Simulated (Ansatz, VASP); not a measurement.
## Ta3Cu: VASP beside Ansatz

The input INCAR:

```
PREC = Accurate
ENCUT = 600
EDIFF = 1E-6
ISMEAR = -1
SIGMA = 0.05
LREAL = F
LASPH = T
NELM = 120
ALGO = Normal
ISIF = 2
LWAVE = F
LCHARG = F
GGA = CA
NBANDS = 30
GGA_COMPAT = F
```

KPOINTS

```
Automatic mesh
0
Gamma
  9 9 9
```

Contents of POSCAR:

```
Ta3Cu
1.0
   -2.0197955131      2.0197955131      4.2360394877
    2.0197955131     -2.0197955131      4.2360394877
    2.0197955131      2.0197955131     -4.2360394877
Ta Cu
3 1
Direct
    0.5000000000      0.5000000000      0.0000000000
    0.2500000000      0.7500000000      0.5000000000
    0.7500000000      0.2500000000      0.5000000000
    0.0000000000      0.0000000000      0.0000000000
```

Contents of input.yaml:

```yaml
crystal:
  lattice:
    - [-2.0197955131, 2.0197955131, 4.2360394877]
    - [2.0197955131, -2.0197955131, 4.2360394877]
    - [2.0197955131, 2.0197955131, -4.2360394877]
  atoms:
    - { symbol: Ta, position: [0.5, 0.5, 0.0] }
    - { symbol: Ta, position: [0.25, 0.75, 0.5] }
    - { symbol: Ta, position: [0.75, 0.25, 0.5] }
    - { symbol: Cu, position: [0.0, 0.0, 0.0] }
kpoints:
  mp_grid: { grid: [9, 9, 9] }
scf:
  occupations: { method: fermi_dirac, width: 0.05 }
hamiltonian:
  xc: lda
  pseudopotentials: { kind: all_electron, lapw: { basis_error: 0.002 } }
output:
  forces: true
  stress: true
  eigenvalues: true
```

Change from the starting cell: volume scaled by 1.02.

Alike in both runs: task single point; functional LDA; k mesh 9 × 9 × 9; occupations fermi-dirac, width 0.05 eV; no spin polarisation.

|  | VASP | Ansatz |
| --- | --- | --- |
| version | VASP 6.6.1 | Ansatz 0.2.0 |
| potentials or method | VASP PAW LDA potentials, release 64 (Ta_pv, Cu), cutoff 600 eV | all-electron LAPW, scalar-relativistic |

```tsv
	VASP	Ansatz	Ansatz less VASP
gap on the k mesh at the Fermi level (eV)	none	none	-
pressure (GPa)	-13.4	-14.3	-0.94
traceless stress, the component that is largest in VASP (GPa)	-0.39	-0.26	+0.123
```

LDA's correlation is that of Perdew and Zunger in VASP and of Perdew and Wang (1992) in Ansatz. A gap of «none» marks a metal or a gap that the smearing closes. Ansatz ran all-electron here, and VASP with PAW potentials.

Neither program's run includes spin-orbit coupling.
